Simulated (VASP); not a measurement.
Runs of VASP 6.6.1 on MoS2. The structure is that of space group P-3m1 (No. 164), or close to it. The cells are those of the table. 

| cell | gap on the mesh (eV) | pressure (GPa) | largest force (eV/Å) |
| --- | --- | --- | --- |
| a = 3.254, b = 3.254, c = 6.365 Å, angles 90.0, 90.0, 120.0°, 3 atoms | none | -8.6 | 0.51 |
| a = 3.306, b = 3.306, c = 6.466 Å, angles 90.0, 90.0, 120.0°, 3 atoms | none | -13.2 | 1.15 |
| a = 3.332, b = 3.332, c = 6.516 Å, angles 90.0, 90.0, 120.0°, 3 atoms | none | -15.1 | (b) |
| a = 3.227, b = 3.227, c = 6.312 Å, angles 90.0, 90.0, 120.0°, 3 atoms | none | (a) | 0.14 |
| a = 3.116, b = 3.116, c = 6.095 Å, angles 90.0, 90.0, 120.0°, 3 atoms | none | 10.7 | 1.76 |
| a = 3.173, b = 3.173, c = 6.205 Å, angles 90.0, 90.0, 120.0°, 3 atoms | none | (c) | 0.72 |
| a = 3.200, b = 3.200, c = 6.259 Å, angles 90.0, 90.0, 120.0°, 3 atoms | none | -2.4 | 0.27 |
| a = 3.280, b = 3.280, c = 6.416 Å, angles 90.0, 90.0, 120.0°, 3 atoms | none | -11.1 | 0.84 |

Alike in all rows: task single point; level LDA; potentials or basis VASP PAW LDA potentials, release 64 (Mo_sv, S); no spin polarisation; k mesh 10 × 10 × 5; cutoff (eV) 520; smearing fermi-dirac 0.1 eV.

Question: Estimate the missing entries.

Answer: (a) -5.7; (b) 1.43; (c) 1.4.

Caveats: forces of over 1 eV/Å act on the atoms, so gaps and moduli don't describe the material at rest (some runs).

A k mesh can miss the band edges, and the runs leave out spin-orbit coupling on Mo.

A gap of «none» marks levels without a gap at the run's occupations.
